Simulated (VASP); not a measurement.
# Cu (I4/mmm) in VASP: further runs, part 2 of 2

VASP 6.6.1.

### 4 Single point, r2SCAN

This run uses another cell than the first one, of the same volume but with other edges.

Input file POSCAR:

```
Cu
1.0
    0.0000000000      2.0866063294      1.3562941141
    2.0866063294      0.0000000000      1.3562941141
    2.0866063294      2.0866063294      0.0000000000
Cu
1
Direct
    0.0000000000      0.0000000000      0.0000000000
```

Input file INCAR.step1:

```
PREC     = Accurate       # precision mode
ENCUT    = 520            # plane-wave cutoff, eV
ISMEAR   = 0              # smearing method
SIGMA    = 0.15           # smearing width, eV
LREAL    = False          # projectors in reciprocal space
LASPH    = True           # aspherical terms in the spheres
NELM     = 100            # most SCF steps
NBANDS   = 12             # bands
GGA      = PE             # functional
ALGO     = Normal         # electronic algorithm
EDIFF    = 1E-4           # SCF threshold, eV
LWAVE    = True           # write WAVECAR
LCHARG   = False          # write CHGCAR
```

Input file INCAR.step2:

```
PREC     = Accurate       # precision mode
ENCUT    = 520            # plane-wave cutoff, eV
EDIFF    = 1E-6           # SCF threshold, eV
ISMEAR   = 0              # smearing method
SIGMA    = 0.15           # smearing width, eV
LREAL    = False          # projectors in reciprocal space
LASPH    = True           # aspherical terms in the spheres
NELM     = 100            # most SCF steps
ALGO     = Normal         # electronic algorithm
ISIF     = 2              # what is computed and relaxed
LWAVE    = False          # write WAVECAR
LCHARG   = False          # write CHGCAR
METAGGA  = R2SCAN         # meta-GGA
LMIXTAU  = True         
NBANDS   = 12             # bands
ISTART   = 1
```

Input file KPOINTS:

```
regular mesh
0
Gamma
  24 24 24
```

Potentials or basis: VASP PAW PBE potentials, release 64 (Cu).

On the command line:

```sh
cat potpaw_PBE.64/Cu/POTCAR > POTCAR
cp INCAR.step1 INCAR
mpirun -np 1 vasp_std > vasp.out
cp INCAR.step2 INCAR
mpirun -np 1 vasp_std > vasp.out
```

OUTCAR:

```text
PREC = Accurate
   ENCUT = 520
   EDIFF = 1E-6
   ISMEAR = 0
   LREAL = False
   LASPH = True
   NELM = 100
   ISIF = 2
   METAGGA = R2SCAN
   ISTART = 1

 ion  position               nearest neighbor table
   1  0.000  0.000  0.000-

  LATTYP: Found a body centered tetragonal cell.
 ALAT       =     2.9509069704
 C/A-ratio  =     0.9192388155

  Lattice vectors:

 A1 = (   0.0000000000,  -2.0866063294,  -1.3562941141)
 A2 = (   0.0000000000,   2.0866063294,  -1.3562941141)
 A3 = (   2.0866063294,   0.0000000000,   1.3562941141)

Analysis of symmetry for initial positions (statically):
=====================================================================
 Subroutine PRICEL returns:
 Original cell was already a primitive cell.

 Routine SETGRP: Setting up the symmetry group for a
 body centered tetragonal supercell.

 Subroutine GETGRP returns: Found 16 space group operations
 (whereof 16 operations were pure point group operations)
 out of a pool of 16 trial point group operations.

The static configuration has the point symmetry D_4h.

Analysis of symmetry for dynamics (positions and initial velocities):
=====================================================================
 Subroutine PRICEL returns:
 Original cell was already a primitive cell.

 Routine SETGRP: Setting up the symmetry group for a
 body centered tetragonal supercell.

 Subroutine GETGRP returns: Found 16 space group operations
 (whereof 16 operations were pure point group operations)
 out of a pool of 16 trial point group operations.

The dynamic configuration has the point symmetry D_4h.

 Subroutine INISYM returns: Found 16 space group operations
 (whereof 16 operations are pure point group operations),
 and found     1 'primitive' translations

----------------------------------------------------------------------------------------

                                     Primitive cell

  volume of cell :      11.8104

  direct lattice vectors                    reciprocal lattice vectors
     0.000000000  2.086606329  1.356294114    -0.239623542  0.239623542  0.368651604
     2.086606329  0.000000000  1.356294114     0.239623542 -0.239623542  0.368651604
     2.086606329  2.086606329  0.000000000     0.239623542  0.239623542 -0.368651604

  length of vectors
     2.488666249  2.488666249  2.950906970     0.500742338  0.500742338  0.500742338

  position of ions in fractional coordinates (direct lattice)
     0.000000000  0.000000000  0.000000000

  ion indices of the primitive-cell ions
   primitive index   ion index
                 1           1

----------------------------------------------------------------------------------------

 KPOINTS: regular mesh

Automatic generation of k-mesh.
 Grid dimensions read from file:
 generate k-points for:   24   24   24

 Generating k-lattice:

  Cartesian coordinates                     Fractional coordinates (reciprocal lattice)
    -0.009984314  0.009984314  0.015360483     0.041666667  0.000000000  0.000000000
     0.009984314 -0.009984314  0.015360483     0.000000000  0.041666667  0.000000000
     0.009984314  0.009984314 -0.015360483    -0.000000000 -0.000000000  0.041666667

  Length of vectors
     0.020864264  0.020864264  0.020864264

  Shift w.r.t. Gamma in fractional coordinates (k-lattice)
     0.000000000  0.000000000  0.000000000

 Subroutine IBZKPT returns following result:
 ===========================================

 Found   1063 irreducible k-points:

 Following reciprocal coordinates:
            Coordinates               Weight
  0.000000  0.000000  0.000000      1.000000
  0.041667  0.000000  0.000000      8.000000
  0.083333  0.000000  0.000000      8.000000
  0.125000  0.000000  0.000000      8.000000
  0.166667  0.000000  0.000000      8.000000
  0.208333  0.000000  0.000000      8.000000
[... 16 lines left out ...]
  0.416667  0.041667  0.000000      8.000000
  0.458333  0.041667  0.000000      8.000000
 [... further k-points ...]
   k-points           NKPTS =   1063   k-points in BZ     NKDIM =   1063   number of bands    NBANDS=     12
   number of dos      NEDOS =    301   number of ions     NIONS =      1
   total plane-waves  NPLWV =   9600
   dimension x,y,z NGX =    20 NGY =   20 NGZ =   24
   dimension x,y,z NGXF=    40 NGYF=   40 NGZF=   48
   ions per type =               1
   NGX,Y,Z   is equivalent  to a cutoff of  13.36, 13.36, 13.52 a.u.
   NGXF,Y,Z  is equivalent  to a cutoff of  26.72, 26.72, 27.04 a.u.
 SYSTEM =  unknown system
   PREC   = accura    normal or accurate (medium, high low for compatibility)
   ISTART =      1    job   : 0-new  1-cont  2-samecut
   ICHARG =      0    charge: 1-file 2-atom 10-const
   ISPIN  =      1    spin polarized calculation?
   LNONCOLLINEAR =      F non collinear calculations
   LSORBIT =      F    spin-orbit coupling
   LASPH  =      T    aspherical Exc in radial PAW
   ENCUT  =  520.0 eV  38.22 Ry    6.18 a.u.   4.63  4.63  5.49*2*pi/ulx,y,z
   NELM   =    100;   NELMIN=  2; NELMDL=  0     # of ELM steps
   EDIFF  = 0.1E-05   stopping-criterion for ELM
   LREAL  =      F    real-space projection
[... 7 lines left out ...]
   TEBEG  =    0.0;   TEEND  =   0.0 temperature during run
   PSTRESS=    0.0 pullay stress
   NELECT =      11.0000    total number of electrons
   NUPDOWN=      -1.0000    fix difference up-down
   EMIN   =  10.00;   EMAX   =-10.00  energy-range for DOS
   EFERMI =   0.00;   METHOD = LEGACY
   ISMEAR =     0;   SIGMA  =   0.15  broadening in eV -4-tet -1-fermi 0-gaus
   EFERMI_NEDOS =   21; number of points for ismear=-14 and -15
   IALGO  =     38    algorithm
   IMIX   =      4    mixing-type and parameters
     AMIX     =   0.40;   BMIX     =  1.00
     AMIX_MAG =   1.60;   BMIX_MAG =  1.00
  volume/ion in A,a.u.               =      11.81        79.70
  Fermi-wavevector in a.u.,A,eV,Ry     =   1.598763  3.021224 34.777078  2.556043
  Thomas-Fermi vector in A             =   2.696162
   LORBIT       =      0    0 simple, 1 ext, 2 COOP (PROOUT), +10 PAW based schemes
   METAGGA = R2SCAN    functional components
   LHFCALC =     F    Hartree Fock is set to
   AEXX    =    0.0000 exact exchange contribution
   IVDW    =     0    specifies the selected vdW correction
   LEPSILON=     F    determine dielectric tensor
   LRPA    =     F    only Hartree local field effects (RPA)
 non-spin polarized calculation
 Gauss-broadening in eV      SIGMA  =   0.15
  energy-cutoff  :      520.00
  volume of cell :       11.81
 maximum number of plane-waves:       330
   NGX =  9   NGY =  9   NGZ = 11

 number of electron      10.9999998 magnetization

 Free energy of the ion-electron system (eV)
  ---------------------------------------------------
  ext. energy  EPLUGINS =         0.00000000
  ---------------------------------------------------
  free energy    TOTEN  =       -10.78889822 eV

  energy without entropy =      -10.78457035  energy(sigma->0) =      -10.78673428

 E-fermi :   7.3998     XC(G=0): -13.7466

 val. band max:        7.3967564622   @ k =   0.5000   0.1250   0.2500
 cond. band min:       7.4020528292   @ k =  -0.2083   0.1250   0.2917
 fundamental gap:      0.0052963670
 Fermi energy:         7.3998112020

 k-point     1 :       0.0000    0.0000    0.0000
  band No.  band energies     occupation
      1      -2.2660      2.00000
      2       3.9778      2.00000
      3       4.3174      2.00000
      4       4.3175      2.00000
      5       4.9813      2.00000
      6       5.3371      2.00000
      7      32.3840      0.00000
      8      32.3840      0.00000
      9      34.9421      0.00000
     10      36.4367      0.00000
     11      36.6446      0.00000
     12      37.0638      0.00000

 k-point     2 :       0.0417    0.0000    0.0000
  band No.  band energies     occupation
      1      -2.1940      2.00000
      2       3.9859      2.00000
      3       4.3146      2.00000
      4       4.3210      2.00000
      5       4.9840      2.00000
      6       5.3261      2.00000
      7      32.0471      0.00000
      8      32.1466      0.00000
      9      34.1728      0.00000
     10      35.8069      0.00000
     11      36.2562      0.00000
     12      36.5093      0.00000
[... 316 lines left out ...]
 k-point    24 :       0.4583    0.0417    0.0000
  band No.  band energies     occupation
      1       2.2533      2.00000
      2       3.3711      2.00000
      3       5.0245      2.00000
      4       5.3719      2.00000
      5       5.9054      2.00000
      6       6.9699      1.99995
      7      12.8322      0.00000
      8      24.7172      0.00000
      9      24.9135      0.00000
     10      29.4638      0.00000
     11      32.2625      0.00000
     12      40.0048      0.00000

 [... further k-points ...]

------------------------ aborting loop because EDIFF is reached ----------------------------------------

  FORCE on cell =-STRESS in cart. coord.  units (eV):
  Direction    XX          YY          ZZ          XY          YZ          ZX
  --------------------------------------------------------------------------------------
  -------------------------------------------------------------------------------------
  Total       -0.2686949     -0.2686949     -0.2208172      0.0000000      0.0000000      0.0000000
  in kB      -36.4506305    -36.4506305    -29.9556420      0.0000000      0.0000000      0.0000000
  external PRESSURE =     -34.2856344 kB  Pullay stress =       0.0000000 kB

 VOLUME and BASIS-vectors are now :
 -----------------------------------------------------------------------------
  energy-cutoff  :      520.00
  volume of cell :       11.81
      direct lattice vectors                 reciprocal lattice vectors
     0.000000000  2.086606329  1.356294114    -0.239623542  0.239623542  0.368651604
     2.086606329  0.000000000  1.356294114     0.239623542 -0.239623542  0.368651604
     2.086606329  2.086606329  0.000000000     0.239623542  0.239623542 -0.368651604

 POSITION                                       TOTAL-FORCE (eV/Angst)
 -----------------------------------------------------------------------------------
      0.00000      0.00000      0.00000        -0.000000      0.000000      0.000000
 -----------------------------------------------------------------------------------
    total drift:                                0.000000     -0.000000      0.000000

  FREE ENERGIE OF THE ION-ELECTRON SYSTEM (eV)
  ---------------------------------------------------
  free  energy   TOTEN  =       -10.7888982195 eV

  energy  without entropy=      -10.7845703486  energy(sigma->0) =      -10.78673428
```

It took 8.9 min on 1 thread of Intel Xeon Platinum 8259CL at 2.50GHz (Skylake/Cascade Lake), shared host; peak memory 0.26 GiB.

What came out:

```
Free energy : -10.7889 eV
Pressure    : -3.4 GPa
```

Levels at points of the mesh, in eV from the Fermi level:
| k point | band 4 | band 5 | band 6 | band 7 | band 8 | band 9 |
| --- | --- | --- | --- | --- | --- | --- |
| (0.00, 0.00, 0.00) | -3.08 | -2.42 | -2.06 | 24.98 | 24.98 | 27.54 |
| (0.50, 0.00, 0.00) | -1.92 | -1.45 | -0.36 | 4.94 | 17.58 | 17.69 |
| (0.50, 0.50, 0.00) | -1.65 | -1.56 | 7.58 | 7.58 | 11.00 | 13.13 |
| (0.50, 0.00, 0.50) | -2.19 | -1.49 | -1.03 | 3.98 | 19.85 | 20.29 |

Caveat: the PAW data sets were made with another functional, which shifts forces and pressure a little.

### 5 Single point, r2SCAN

This run uses another cell than the first one, of the same volume but with other edges.

Input file POSCAR:

```
Cu
1.0
    0.0000000000      1.5789966900      2.3684950350
    1.5789966900      0.0000000000      2.3684950350
    1.5789966900      1.5789966900      0.0000000000
Cu
1
Direct
    0.0000000000      0.0000000000      0.0000000000
```

INCAR.step1, as its differences from that of step 4:

```diff
@@ -6,3 +6,3 @@
 LASPH    = True           # aspherical terms in the spheres
-NELM     = 100            # most SCF steps
+NELM     = 60             # most SCF steps
 NBANDS   = 12             # bands
```

INCAR.step2, as its differences from that of step 4:

```diff
@@ -2,3 +2,3 @@
 ENCUT    = 520            # plane-wave cutoff, eV
-EDIFF    = 1E-6           # SCF threshold, eV
+EDIFF    = 1E-7           # SCF threshold, eV
 ISMEAR   = 0              # smearing method
@@ -7,3 +7,3 @@
 LASPH    = True           # aspherical terms in the spheres
-NELM     = 100            # most SCF steps
+NELM     = 60             # most SCF steps
 ALGO     = Normal         # electronic algorithm
```

Input file KPOINTS:

```
Automatic mesh
0
Gamma
  24 24 24
```

On the command line:

```sh
cat potpaw_PBE.64/Cu/POTCAR > POTCAR
cp INCAR.step1 INCAR
mpirun -np 1 vasp_std > vasp.out
cp INCAR.step2 INCAR
mpirun -np 1 vasp_std > vasp.out
```

Wall time 6.6 min (1 thread of Intel Xeon Platinum 8259CL at 2.50GHz (Skylake/Cascade Lake), shared host); peak memory 0.26 GiB.

It converged, with:

```yaml
Free_energy: -10.3664 eV
Pressure: 12.3 GPa
```

Stress tensor (GPa, compression positive):
```
 31.43   0.00   0.00
  0.00  31.43   0.00
  0.00   0.00 -25.82
```

Levels at points of the mesh, in eV from the Fermi level:
```
           k point  band 4  band 5  band 6  band 7  band 8  band 9
(0.00, 0.00, 0.00)   -2.23   -2.23   -1.51   17.72   22.61   26.48
(0.50, 0.00, 0.00)   -1.78   -1.76   -0.52    4.83   13.36   19.03
(0.50, 0.50, 0.00)   -1.70   -1.70   -1.45    1.53   21.40   21.40
(0.50, 0.00, 0.50)   -1.95   -0.70    5.29   11.41   11.64   13.22
```

Caveat: the PAW data sets were made with another functional, which shifts forces and pressure a little.

### 6 The runs side by side

```csv
cell,gap on the mesh (eV),pressure (GPa)
"a = 2.716, b = 2.716, c = 2.342 Å, angles 64.5, 64.5, 51.1°, 1 atom",none,1.0
"a = 2.525, b = 2.525, c = 2.628 Å, angles 58.6, 58.6, 62.7°, 1 atom",none,-4.2
"a = 2.489, b = 2.489, c = 2.951 Å, angles 53.6, 53.6, 72.7°, 1 atom",none,-3.4
"a = 2.847, b = 2.847, c = 2.233 Å, angles 66.9, 66.9, 46.2°, 1 atom",none,12.3
```

Alike in all rows: task single point; level r2SCAN; potentials or basis VASP PAW PBE potentials, release 64 (Cu); no spin polarisation; k mesh 24 × 24 × 24; cutoff (eV) 520; smearing gaussian 0.15 eV.

Caveats: the PAW data sets were made with another functional, which shifts forces and pressure a little.

Total energies depend on the potentials used, so only differences within one code and one set of settings carry meaning.
